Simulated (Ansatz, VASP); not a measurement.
**BP in VASP and in Ansatz**

```
B P
1.0
     2.20047    2.20047    0.00000
    -2.20047    2.20047    0.00000
     0.00000    2.20047    2.26647
B P
1 1
Direct
  0.00000 0.00000 0.00000
  0.75000 0.25000 0.50000
```

Change from the starting cell: film at in-plane strain -0.02.

Alike in both runs: task single point; functional LDA; k mesh 8 × 8 × 8; no spin polarisation.

|  | VASP | Ansatz |
| --- | --- | --- |
| version | VASP 6.6.1 | Ansatz 0.2.0 |
| potentials or method | VASP PAW LDA potentials, release 64 (B, P), cutoff 520 eV | all-electron LAPW, scalar-relativistic |
| occupations | gaussian, width 0.01 eV | fixed |

|  | VASP | Ansatz | Ansatz less VASP |
| --- | --- | --- | --- |
| gap on the k mesh at the Fermi level (eV) | 0.92 | 0.93 | +0.002 |
| pressure (GPa) | 5.6 | 5.7 | +0.11 |
| traceless stress, the component that is largest in VASP (GPa) | -5.75 | -5.75 | +0.003 |

LDA's correlation is that of Perdew and Zunger in VASP and of Perdew and Wang (1992) in Ansatz. Ansatz ran all-electron here, and VASP with PAW potentials.
